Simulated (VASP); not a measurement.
# Pt (P-6m2) in VASP: single point with PBEsol

Aim: the single point of Pt with PBEsol.

Program: VASP 6.6.1. These are calculated values, not measurements. Logs are shortened: lines on timing, memory, paths and dates and some standing lists are left out, and cuts for length are marked.

## (1) The cell of the first run

The structure is hexagonal, space group P-6m2 (No. 187). The conventional cell has a = 2.748 Å, b = 2.748 Å, c = 18.444 Å, α = 90.00°, β = 90.00°, γ = 120.00°. Within 3.6 Å of Pt (site symmetry 3m) lie 12 Pt at 2.75 to 2.80 Å. Pt (site symmetry 3m) has 12 Pt at 2.75 to 2.82 Å within 3.6 Å. Within 3.6 Å of Pt (site symmetry -6m2) lie 12 Pt at 2.75 to 2.82 Å. Within 3.6 Å of Pt (site symmetry 3m) lie 12 Pt at 2.75 to 2.80 Å. Within 3.6 Å of Pt (site symmetry -6m2) lie 12 Pt at 2.75 to 2.80 Å.

## (2) Single point, PBEsol

File INCAR:

```
SYSTEM = Pt
PREC = Accurate ; ENCUT = 520
EDIFF = 1E-7 ; ISMEAR = 0
SIGMA = 0.1 ; LREAL = .FALSE.
LASPH = .TRUE. ; NELM = 100
ALGO = Fast ; ISIF = 2
LWAVE = .FALSE. ; LCHARG = .TRUE.
GGA = PS ; LELF = .TRUE.
LVHAR = .TRUE. ; NBANDS = 50
```

File KPOINTS:

```
Automatic mesh
0
G
  18 18 3
  0 0 0
```

File POSCAR:

```
Pt
1.0
    2.7481740794      0.0000000000      0.0000000000
   -1.3740870397      2.3799885668      0.0000000000
    0.0000000000      0.0000000000     18.4437929686
Pt
8
Direct
    0.0000000000      0.0000000000     -0.0015386894
    0.3333333333      0.6666666667      0.1235397302
    0.0000000000      0.0000000000      0.2500000000
    0.3333333333      0.6666666667      0.3764602698
    0.0000000000      0.0000000000      0.5015386894
    0.6666666667      0.3333333333      0.6249556721
    0.3333333333      0.6666666667      0.7500000000
    0.6666666667      0.3333333333      0.8750443279
```

Potentials or basis: VASP PAW PBE potentials, release 64 (Pt).

On the command line:

```
cat potpaw_PBE.64/Pt/POTCAR > POTCAR
mpirun -np 1 vasp_std > vasp.out
```

OUTCAR:

```text
SYSTEM = Pt
   PREC = Accurate
   ENCUT = 520
   EDIFF = 1E-7
   ISMEAR = 0
   LREAL = .FALSE.
   LASPH = .TRUE.
   NELM = 100
   ISIF = 2
   GGA = PS

 ion  position               nearest neighbor table
   1  0.000  0.000  0.998-   8 2.77   8 2.77   8 2.77   2 2.80   2 2.80   2 2.80
   2  0.333  0.667  0.124-   1 2.80   1 2.80   1 2.80   3 2.82   3 2.82   3 2.82
   3  0.000  0.000  0.250-   2 2.82   4 2.82   2 2.82   4 2.82   2 2.82   4 2.82
   4  0.333  0.667  0.376-   5 2.80   5 2.80   5 2.80   3 2.82   3 2.82   3 2.82
   5  0.000  0.000  0.502-   6 2.77   6 2.77   6 2.77   4 2.80   4 2.80   4 2.80
   6  0.667  0.333  0.625-   5 2.77   5 2.77   5 2.77   7 2.80   7 2.80   7 2.80
   7  0.333  0.667  0.750-   6 2.80   8 2.80   6 2.80   8 2.80   6 2.80   8 2.80
   8  0.667  0.333  0.875-   1 2.77   1 2.77   1 2.77   7 2.80   7 2.80   7 2.80

  LATTYP: Found a hexagonal cell.
 ALAT       =     2.7481740794
 C/A-ratio  =     6.7112899095

  Lattice vectors:

 A1 = (   2.7481740794,   0.0000000000,   0.0000000000)
 A2 = (  -1.3740870397,   2.3799885668,   0.0000000000)
 A3 = (   0.0000000000,   0.0000000000,  18.4437929686)

Analysis of symmetry for initial positions (statically):
=====================================================================
 Subroutine PRICEL returns:
 Original cell was already a primitive cell.

 Routine SETGRP: Setting up the symmetry group for a
 hexagonal supercell.

 Subroutine GETGRP returns: Found 12 space group operations
 (whereof  6 operations were pure point group operations)
 out of a pool of 24 trial point group operations.

The static configuration has the point symmetry C_3v.
 The point group associated with its full space group is D_3h.

Analysis of symmetry for dynamics (positions and initial velocities):
=====================================================================
 Subroutine PRICEL returns:
 Original cell was already a primitive cell.

 Routine SETGRP: Setting up the symmetry group for a
 hexagonal supercell.

 Subroutine GETGRP returns: Found 12 space group operations
 (whereof  6 operations were pure point group operations)
 out of a pool of 24 trial point group operations.

The dynamic configuration has the point symmetry C_3v.
 The point group associated with its full space group is D_3h.

 Subroutine INISYM returns: Found 12 space group operations
 (whereof  6 operations are pure point group operations),
 and found     1 'primitive' translations

----------------------------------------------------------------------------------------

                                     Primitive cell

  volume of cell :     120.6339

  direct lattice vectors                    reciprocal lattice vectors
     2.748174079  0.000000000  0.000000000     0.363877968  0.210085043  0.000000000
    -1.374087040  2.379988567  0.000000000     0.000000000  0.420170086  0.000000000
     0.000000000  0.000000000 18.443792969     0.000000000  0.000000000  0.054218783

  length of vectors
     2.748174079  2.748174079 18.443792969     0.420170086  0.420170086  0.054218783

  position of ions in fractional coordinates (direct lattice)
     0.000000000  0.000000000  0.998461311
     0.333333333  0.666666667  0.123539730
     0.000000000  0.000000000  0.250000000
     0.333333333  0.666666667  0.376460270
     0.000000000  0.000000000  0.501538689
     0.666666667  0.333333333  0.624955672
     0.333333333  0.666666667  0.750000000
     0.666666667  0.333333333  0.875044328

  ion indices of the primitive-cell ions
   primitive index   ion index
                 1           1
                 2           2
                 3           3
                 4           4
                 5           5
                 6           6
                 7           7
                 8           8

----------------------------------------------------------------------------------------

 KPOINTS: Automatic mesh

Automatic generation of k-mesh.
 Grid dimensions read from file:
 generate k-points for:   18   18    3

 Generating k-lattice:

  Cartesian coordinates                     Fractional coordinates (reciprocal lattice)
     0.020215443  0.011671391  0.000000000     0.055555556  0.000000000  0.000000000
     0.000000000  0.023342783  0.000000000     0.000000000  0.055555556  0.000000000
     0.000000000  0.000000000  0.018072928     0.000000000  0.000000000  0.333333333

  Length of vectors
     0.023342783  0.023342783  0.018072928

  Shift w.r.t. Gamma in fractional coordinates (k-lattice)
     0.000000000  0.000000000  0.000000000

 Subroutine IBZKPT returns following result:
 ===========================================

 Found     74 irreducible k-points:

 Following reciprocal coordinates:
            Coordinates               Weight
  0.000000  0.000000  0.000000      1.000000
  0.055556  0.000000  0.000000      6.000000
  0.111111  0.000000  0.000000      6.000000
  0.166667  0.000000  0.000000      6.000000
  0.222222  0.000000  0.000000      6.000000
  0.277778  0.000000  0.000000      6.000000
[... 16 lines left out ...]
  0.333333  0.111111  0.000000     12.000000
  0.388889  0.111111  0.000000     12.000000
 [... further k-points ...]
   k-points           NKPTS =     74   k-points in BZ     NKDIM =     74   number of bands    NBANDS=     50
   number of dos      NEDOS =    301   number of ions     NIONS =      8
   total plane-waves  NPLWV =  56000
   dimension x,y,z NGX =    20 NGY =   20 NGZ =  140
   dimension x,y,z NGXF=    40 NGYF=   40 NGZF=  280
   ions per type =               8
   NGX,Y,Z   is equivalent  to a cutoff of  12.10, 12.10, 12.62 a.u.
   NGXF,Y,Z  is equivalent  to a cutoff of  24.20, 24.20, 25.24 a.u.
 SYSTEM =  Pt
   PREC   = accura    normal or accurate (medium, high low for compatibility)
   ISTART =      0    job   : 0-new  1-cont  2-samecut
   ICHARG =      2    charge: 1-file 2-atom 10-const
   ISPIN  =      1    spin polarized calculation?
   LNONCOLLINEAR =      F non collinear calculations
   LSORBIT =      F    spin-orbit coupling
   LASPH  =      T    aspherical Exc in radial PAW
   ENCUT  =  520.0 eV  38.22 Ry    6.18 a.u.   5.11  5.11 34.29*2*pi/ulx,y,z
   NELM   =    100;   NELMIN=  2; NELMDL= -5     # of ELM steps
   EDIFF  = 0.1E-06   stopping-criterion for ELM
   LREAL  =      F    real-space projection
   EDIFFG = 0.1E-05   stopping-criterion for IOM
   NSW    =      0    number of steps for IOM
   IBRION =     -1    ionic relax: 0-MD 1-quasi-New 2-CG
   NFREE  =      0    steps in history (QN), initial steepest desc. (CG)
   ISIF   =      2    stress and relaxation
   ISYM   =      2    0-nonsym 1-usesym 2-fastsym
   POTIM  = 0.5000    time-step for ionic-motion
   TEBEG  =    0.0;   TEEND  =   0.0 temperature during run
   PSTRESS=    0.0 pullay stress
   NELECT =      80.0000    total number of electrons
   NUPDOWN=      -1.0000    fix difference up-down
   EMIN   =  10.00;   EMAX   =-10.00  energy-range for DOS
   EFERMI =   0.00;   METHOD = LEGACY
   ISMEAR =     0;   SIGMA  =   0.10  broadening in eV -4-tet -1-fermi 0-gaus
   EFERMI_NEDOS =   21; number of points for ismear=-14 and -15
   IALGO  =     68    algorithm
   IMIX   =      4    mixing-type and parameters
     AMIX     =   0.40;   BMIX     =  1.00
     AMIX_MAG =   1.60;   BMIX_MAG =  1.00
  volume/ion in A,a.u.               =      15.08       101.76
  Fermi-wavevector in a.u.,A,eV,Ry     =   1.427628  2.697826 27.730328  2.038122
  Thomas-Fermi vector in A             =   2.547777
   LORBIT       =      0    0 simple, 1 ext, 2 COOP (PROOUT), +10 PAW based schemes
   GGA     = PS    functional components
   LHFCALC =     F    Hartree Fock is set to
   AEXX    =    0.0000 exact exchange contribution
   IVDW    =     0    specifies the selected vdW correction
   LEPSILON=     F    determine dielectric tensor
   LRPA    =     F    only Hartree local field effects (RPA)
 non-spin polarized calculation
 RMM-DIIS sequential band-by-band and
 Gauss-broadening in eV      SIGMA  =   0.10
  energy-cutoff  :      520.00
  volume of cell :      120.63
 maximum number of plane-waves:      3279
   NGX = 11   NGY = 11   NGZ = 69

 number of electron      80.0000002 magnetization

 Free energy of the ion-electron system (eV)
  ---------------------------------------------------
  ext. energy  EPLUGINS =         0.00000000
  ---------------------------------------------------
  free energy    TOTEN  =       -55.48445449 eV

  energy without entropy =      -55.40993435  energy(sigma->0) =      -55.44719442

 E-fermi :  11.1034     XC(G=0): -13.6274

 val. band max:       11.1017463023   @ k =   0.3889   0.1111   0.3333
 cond. band min:      11.1074512176   @ k =   0.3889   0.2222   0.3333
 fundamental gap:      0.0057049153
 Fermi energy:        11.1034344249

 k-point     1 :       0.0000    0.0000    0.0000
  band No.  band energies     occupation
      1       0.7925      2.00000
      2       1.3415      2.00000
      3       1.4202      2.00000
      4       2.7406      2.00000
      5       2.7411      2.00000
      6       3.5442      2.00000
[... 42 lines left out ...]
     49      16.4921      0.00000
     50      19.2947      0.00000

 k-point     2 :       0.0556    0.0000    0.0000
  band No.  band energies     occupation
      1       0.9062      2.00000
      2       1.4519      2.00000
      3       1.5305      2.00000
      4       2.8502      2.00000
      5       2.8507      2.00000
      6       3.6542      2.00000
[... 42 lines left out ...]
     49      16.4685      0.00000
     50      19.3334      0.00000

 k-point     3 :       0.1111    0.0000    0.0000
  band No.  band energies     occupation
      1       1.2390      2.00000
      2       1.7722      2.00000
      3       1.8506      2.00000
      4       3.1618      2.00000
      5       3.1623      2.00000
      6       3.9676      2.00000
[... 1102 lines left out ...]
     49      17.9730      0.00000
     50      18.0210      0.00000

 k-point    24 :       0.3889    0.1111    0.0000
  band No.  band energies     occupation
      1       4.1562      2.00000
      2       4.1997      2.00000
      3       4.3333      2.00000
      4       4.3967      2.00000
      5       4.6154      2.00000
      6       4.7795      2.00000
[... 42 lines left out ...]
     49      17.2657      0.00000
     50      17.3664      0.00000

 [... further k-points ...]
[... 5 lines left out ...]
  --------------------------------------------------------------------------------------
  -------------------------------------------------------------------------------------
  Total       -0.2910550     -0.2910550     -0.3820764      0.0000000      0.0000000      0.0000000
  in kB       -3.8655951     -3.8655951     -5.0744794      0.0000000      0.0000000      0.0000000
  external PRESSURE =      -4.2685566 kB  Pullay stress =       0.0000000 kB

 VOLUME and BASIS-vectors are now :
 -----------------------------------------------------------------------------
  energy-cutoff  :      520.00
  volume of cell :      120.63
      direct lattice vectors                 reciprocal lattice vectors
     2.748174079  0.000000000  0.000000000     0.363877968  0.210085043  0.000000000
    -1.374087040  2.379988567  0.000000000     0.000000000  0.420170086  0.000000000
     0.000000000  0.000000000 18.443792969     0.000000000  0.000000000  0.054218783

 POSITION                                       TOTAL-FORCE (eV/Angst)
 -----------------------------------------------------------------------------------
      0.00000      0.00000     18.41541         0.000000     -0.000000      0.001196
     -0.00000      1.58666      2.27854         0.000000     -0.000000      0.000209
      0.00000      0.00000      4.61095         0.000000     -0.000000     -0.000000
     -0.00000      1.58666      6.94336         0.000000     -0.000000     -0.000209
      0.00000      0.00000      9.25028         0.000000     -0.000000     -0.001196
      1.37409      0.79333     11.52655         0.000000      0.000000      0.000080
     -0.00000      1.58666     13.83284         0.000000     -0.000000     -0.000000
      1.37409      0.79333     16.13914        -0.000000      0.000000     -0.000080
 -----------------------------------------------------------------------------------
    total drift:                               -0.000000      0.000000      0.000000

  FREE ENERGIE OF THE ION-ELECTRON SYSTEM (eV)
  ---------------------------------------------------
  free  energy   TOTEN  =       -55.4844544924 eV

  energy  without entropy=      -55.4099343465  energy(sigma->0) =      -55.44719442
```

Wall time 20 min (1 thread of Oxide Virtual Turin-like, shared host); peak memory 0.4 GiB.

Results:

| Property | Result |
| --- | --- |
| Free energy | -55.4845 eV |
| Pressure | -0.4 GPa |
| Band gap on the k mesh | zero (bands 40 and 41 overlap by 1.55 eV) |

Caveat: the PAW data sets were made with another functional, which shifts forces and pressure a little; spin-orbit coupling is left out, which moves the levels of the heavy elements.
